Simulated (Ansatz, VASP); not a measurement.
As2S in VASP and in Ansatz

```
CELL_PARAMETERS angstrom
3.61150 0.00000 0.00000
-1.80575 3.12765 0.00000
0.00000 0.00000 10.52181
ATOMIC_POSITIONS crystal
As 0.33333 0.66667 0.57242
As 0.66667 0.33333 0.07242
As 0.33333 0.66667 0.92758
As 0.66667 0.33333 0.42758
S 0.33333 0.66667 0.25000
S 0.66667 0.33333 0.75000
```

Alike in both runs: functional r2SCAN; k mesh 12 × 12 × 4; occupations gaussian, width 0.1 eV; no spin polarisation.

Ansatz relaxed the structure, and its values are those at the end. VASP's run is a single point on that final structure, the one shown.

|  | VASP | Ansatz |
| --- | --- | --- |
| version | VASP 6.6.1 | Ansatz 0.2.0 |
| potentials or method | VASP PAW PBE potentials, release 64 (As, S), cutoff 520 eV | scalar-relativistic, plane waves, PAW |
| valence electrons in the cell | 32 | 72 |

Ansatz gave:

| Quantity | Value |
| --- | --- |
| gap on the k mesh at the Fermi level (eV) | none |
| pressure (GPa) | 0.0 |
| rms of the force components (eV/Å) | 0.001 |

Question: What did VASP give for the same quantities?

Answer: gap on the k mesh at the Fermi level (eV): none; pressure (GPa): -0.1; rms of the force components (eV/Å): 0.009.

VASP's potentials were made for PBE, not for r2SCAN. A gap of «none» marks a metal or a gap that the smearing closes. VASP's potentials hold 32 valence electrons a cell and Ansatz's 72, so a difference there can come from the potentials and not from the codes.
